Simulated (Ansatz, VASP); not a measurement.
Two plane-wave programs on Fe

The input INCAR:

```
SYSTEM = Fe
ALGO     = Normal         ! electronic algorithm
EDIFF    = 1E-7           ! SCF threshold, eV
ENCUT    = 520            ! plane-wave cutoff, eV
GGA      = PE             ! functional
ISIF     = 2              ! what is computed and relaxed
ISMEAR   = -1             ! smearing method
ISPIN    = 2              ! spin polarisation
LASPH    = .True.         ! aspherical terms in the spheres
LCHARG   = .False.        ! write CHGCAR
LMAXMIX  = 4              ! l up to which the mixer works
LORBIT   = 11             ! projections on sites
LREAL    = .False.        ! projectors in reciprocal space
LWAVE    = .False.        ! write WAVECAR
MAGMOM   = 2.208          ! initial moments
NBANDS   = 14             ! bands
NELM     = 150            ! most SCF steps
PREC     = Accurate       ! precision mode
SIGMA    = 0.05           ! smearing width, eV
```

The input KPOINTS:

```
k-points
0
Gamma
  25 25 25
  0 0 0
```

Contents of POSCAR:

```
Fe
1.0
   -1.4163059769      1.4163059769      1.4163059769
    1.4163059769     -1.4163059769      1.4163059769
    1.4163059769      1.4163059769     -1.4163059769
Fe
1
Direct
    0.0000000000      0.0000000000      0.0000000000
```

Input for Ansatz:

```yaml
crystal:
  lattice:
    - [-1.4163059769, 1.4163059769, 1.4163059769]
    - [1.4163059769, -1.4163059769, 1.4163059769]
    - [1.4163059769, 1.4163059769, -1.4163059769]
  atoms:
    - { symbol: Fe, position: [0.0, 0.0, 0.0], spin: 2.208 }
hamiltonian:
  xc: pbe
  pseudopotentials:
    kind: paw
    azcp:
      Fe: "pseudopotentials/Fe.paw.azcp"
basis:
  ecutwfc: 420
  fft_grid_basis: typed
kpoints:
  mp_grid: { grid: [25, 25, 25], shift: [0, 0, 0] }
magnetization:
  spin_polarized: true
scf:
  occupations: { method: fermi_dirac, width: 0.05 }
output:
  stress: true
```

Alike in both runs: task single point; functional PBE; k mesh 25 × 25 × 25; occupations fermi-dirac, width 0.05 eV; collinear spin.

|  | VASP | Ansatz |
| --- | --- | --- |
| version | VASP 6.6.1 | Ansatz 0.2.0 |
| potentials or method | VASP PAW PBE potentials, release 64 (Fe), cutoff 520 eV | plane waves (420 eV) with PAW, scalar-relativistic |
| valence electrons in the cell | 8 | 16 |

VASP gave:

| Item | Value |
| --- | --- |
| pressure (GPa) | -0.4 |
| net moment per atom (μB) | 2.18 |
| size of the moment on the site where the two differ most (μB) | 2.18 |

Question: Estimate Ansatz's values.

Answer: Pressure (GPa): -0.4; net moment per atom (μB): 2.16; size of the moment on the site where the two differ most (μB): 2.21.

Site moments also hang on the region over which each program counts them. With one functional, cell and mesh, what is left measures potentials, basis and numerics. VASP's potentials hold 8 valence electrons a cell and Ansatz's 16, so a difference there can come from the potentials and not from the codes.
